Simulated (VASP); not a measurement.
# NaF (I4/mmm) in VASP: a series of runs

The runs below take NaF through single point, with PBEsol.

All numbers are computed with VASP 6.6.1; they aren't measurements. Logs are shortened: lines on timing, memory, paths and dates and some standing lists are left out, and cuts for length are marked.

### Step 1. The cell of the first run

Symmetry: I4/mmm, No. 139, tetragonal system. The conventional cell has a = 3.286 Å, b = 3.286 Å, c = 4.623 Å, α = 90.00°, β = 90.00°, γ = 90.00°. Na (site symmetry 4/mmm) has 6 F at 2.31 to 2.32 Å within 3.1 Å. Within 3.1 Å of F (site symmetry 4/mmm) lie 6 Na at 2.31 to 2.32 Å.

### Step 2. Single point, PBEsol (strain -0.0050 x Voigt [0, 0, 1, 0, 0, 0])

INCAR

```
SYSTEM = NaF
ALGO     = Normal         ! electronic algorithm
EDIFF    = 1E-6           ! SCF threshold, eV
ENCUT    = 520            ! plane-wave cutoff, eV
GGA      = PS             ! functional
ISIF     = 2              ! what is computed and relaxed
ISMEAR   = 0              ! smearing method
LASPH    = .True.         ! aspherical terms in the spheres
LCHARG   = .False.        ! write CHGCAR
LREAL    = .False.        ! projectors in reciprocal space
LWAVE    = .False.        ! write WAVECAR
NBANDS   = 14             ! bands
NELM     = 100            ! most SCF steps
PREC     = Accurate       ! precision mode
SIGMA    = 0.05           ! smearing width, eV
```

KPOINTS

```
k-points
0
Gamma
  8 8 8
  0 0 0
```

POSCAR

```
NaF
1.0
    0.0000000000      2.3233000000      2.3116835000
    2.3233000000      0.0000000000      2.3116835000
    2.3233000000      2.3233000000      0.0000000000
Na F
1 1
Direct
    0.0000000000      0.0000000000      0.0000000000
    0.5000000000      0.5000000000      0.5000000000
```

Potentials or basis: VASP PAW PBE potentials, release 64 (Na_pv, F).

Run with:

```sh
> cat potpaw_PBE.64/Na_pv/POTCAR potpaw_PBE.64/F/POTCAR > POTCAR
> mpirun -np 1 vasp_std > vasp.out
```

OUTCAR:

```text
SYSTEM = NaF
   EDIFF = 1E-6
   ENCUT = 520
   GGA = PS
   ISIF = 2
   ISMEAR = 0
   LASPH = .True.
   LREAL = .False.
   NELM = 100
   PREC = Accurate

 ion  position               nearest neighbor table
   1  0.000  0.000  0.000-   2 2.31   2 2.31   2 2.32   2 2.32   2 2.32   2 2.32
   2  0.500  0.500  0.500-   1 2.31   1 2.31   1 2.32   1 2.32   1 2.32   1 2.32

  LATTYP: Found a body centered tetragonal cell.
 ALAT       =     3.2856423695
 C/A-ratio  =     1.4071424946

  Lattice vectors:

 A1 = (   0.0000000000,  -2.3233000000,  -2.3116835000)
 A2 = (   0.0000000000,   2.3233000000,  -2.3116835000)
 A3 = (   2.3233000000,   0.0000000000,   2.3116835000)

Analysis of symmetry for initial positions (statically):
=====================================================================
 Subroutine PRICEL returns:
 Original cell was already a primitive cell.

 Routine SETGRP: Setting up the symmetry group for a
 body centered tetragonal supercell.

 Subroutine GETGRP returns: Found 16 space group operations
 (whereof 16 operations were pure point group operations)
 out of a pool of 16 trial point group operations.

The static configuration has the point symmetry D_4h.

Analysis of symmetry for dynamics (positions and initial velocities):
=====================================================================
 Subroutine PRICEL returns:
 Original cell was already a primitive cell.

 Routine SETGRP: Setting up the symmetry group for a
 body centered tetragonal supercell.

 Subroutine GETGRP returns: Found 16 space group operations
 (whereof 16 operations were pure point group operations)
 out of a pool of 16 trial point group operations.

The dynamic configuration has the point symmetry D_4h.

 Subroutine INISYM returns: Found 16 space group operations
 (whereof 16 operations are pure point group operations),
 and found     1 'primitive' translations

----------------------------------------------------------------------------------------

                                     Primitive cell

  volume of cell :      24.9557

  direct lattice vectors                    reciprocal lattice vectors
     0.000000000  2.323300000  2.311683500    -0.215211122  0.215211122  0.216292585
     2.323300000  0.000000000  2.311683500     0.215211122 -0.215211122  0.216292585
     2.323300000  2.323300000  0.000000000     0.215211122  0.215211122 -0.216292585

  length of vectors
     3.277438557  3.277438557  3.285642369     0.373382025  0.373382025  0.373382025

  position of ions in fractional coordinates (direct lattice)
[... 91 lines left out ...]
   NUPDOWN=      -1.0000    fix difference up-down
   EMIN   =  10.00;   EMAX   =-10.00  energy-range for DOS
   EFERMI =   0.00;   METHOD = LEGACY
   ISMEAR =     0;   SIGMA  =   0.05  broadening in eV -4-tet -1-fermi 0-gaus
   EFERMI_NEDOS =   21; number of points for ismear=-14 and -15
   IALGO  =     38    algorithm
   IMIX   =      4    mixing-type and parameters
     AMIX     =   0.40;   BMIX     =  1.00
     AMIX_MAG =   1.60;   BMIX_MAG =  1.00
  volume/ion in A,a.u.               =      12.48        84.20
  Fermi-wavevector in a.u.,A,eV,Ry     =   1.350189  2.551487 24.803557  1.823010
  Thomas-Fermi vector in A             =   2.477714
   LORBIT       =      0    0 simple, 1 ext, 2 COOP (PROOUT), +10 PAW based schemes
   GGA     = PS    functional components
   LHFCALC =     F    Hartree Fock is set to
   AEXX    =    0.0000 exact exchange contribution
   IVDW    =     0    specifies the selected vdW correction
   LEPSILON=     F    determine dielectric tensor
   LRPA    =     F    only Hartree local field effects (RPA)
 non-spin polarized calculation
 Gauss-broadening in eV      SIGMA  =   0.05
  energy-cutoff  :      520.00
  volume of cell :       24.96
 maximum number of plane-waves:       692
   NGX = 13   NGY = 13   NGZ = 13

 number of electron      13.9999982 magnetization

 Free energy of the ion-electron system (eV)
  ---------------------------------------------------
  ext. energy  EPLUGINS =         0.00000000
  ---------------------------------------------------
  free energy    TOTEN  =        -8.76871629 eV

  energy without entropy =       -8.76871629  energy(sigma->0) =       -8.76871629

 E-fermi :  -1.9429     XC(G=0):  -9.3184

 val. band max:       -2.1893681296   @ k =   0.0000   0.0000   0.0000
 cond. band min:       3.9548091125   @ k =   0.0000   0.0000   0.0000
 fundamental gap:      6.1441772421
 Fermi energy:        -1.9428511651

 k-point     1 :       0.0000    0.0000    0.0000
  band No.  band energies     occupation
      1     -21.2407      2.00000
      2     -20.9689      2.00000
      3     -20.9689      2.00000
      4     -20.9673      2.00000
      5      -2.1897      2.00000
      6      -2.1894      2.00000
      7      -2.1894      2.00000
      8       3.9548      0.00000
      9      16.6196      0.00000
     10      16.6196      0.00000
     11      16.6558      0.00000
     12      19.3078      0.00000
     13      21.6192      0.00000
     14      21.7643      0.00000
[... 377 lines left out ...]
      1     -21.7167      2.00000
      2     -20.9881      2.00000
      3     -20.9865      2.00000
      4     -20.3760      2.00000
      5      -3.4318      2.00000
      6      -2.4715      2.00000
      7      -2.4242      2.00000
      8       7.2012      0.00000
      9      11.5922      0.00000
     10      16.7449      0.00000
     11      17.3674      0.00000
     12      18.6878      0.00000
     13      21.7396      0.00000
     14      23.4724      0.00000

 [... further k-points ...]

------------------------ aborting loop because EDIFF is reached ----------------------------------------

  FORCE on cell =-STRESS in cart. coord.  units (eV):
  Direction    XX          YY          ZZ          XY          YZ          ZX
  --------------------------------------------------------------------------------------
  -------------------------------------------------------------------------------------
  Total       -0.0817377     -0.0817377     -0.0186018      0.0000000      0.0000000      0.0000000
  in kB       -5.2476386     -5.2476386     -1.1942523      0.0000000      0.0000000      0.0000000
  external PRESSURE =      -3.8965098 kB  Pullay stress =       0.0000000 kB

 VOLUME and BASIS-vectors are now :
 -----------------------------------------------------------------------------
  energy-cutoff  :      520.00
  volume of cell :       24.96
      direct lattice vectors                 reciprocal lattice vectors
     0.000000000  2.323300000  2.311683500    -0.215211122  0.215211122  0.216292585
     2.323300000  0.000000000  2.311683500     0.215211122 -0.215211122  0.216292585
     2.323300000  2.323300000  0.000000000     0.215211122  0.215211122 -0.216292585

 POSITION                                       TOTAL-FORCE (eV/Angst)
 -----------------------------------------------------------------------------------
      0.00000      0.00000      0.00000        -0.000000      0.000000      0.000000
      2.32330      2.32330      2.31168         0.000000      0.000000      0.000000
 -----------------------------------------------------------------------------------
    total drift:                                0.000000     -0.000000      0.000000

  FREE ENERGIE OF THE ION-ELECTRON SYSTEM (eV)
  ---------------------------------------------------
  free  energy   TOTEN  =        -8.7687162859 eV

  energy  without entropy=       -8.7687162859  energy(sigma->0) =       -8.76871629
```

Run time: 8.1 s. Hardware: 1 thread of Intel Xeon Platinum 8124M at 3.00GHz (Skylake/Cascade Lake), shared host; peak memory 0.14 GiB.

Results:

| Item | Value |
| --- | --- |
| Free energy | -8.7687 eV |
| Pressure | -0.4 GPa |
| Band gap on the k mesh | 6.14 eV |

Caveat: the cell differs from its parent crystal (strain -0.0050 x Voigt [0, 0, 1, 0, 0, 0]); the PAW data sets were made with another functional, which shifts forces and pressure a little.

(Continued in part 2 of 2.)
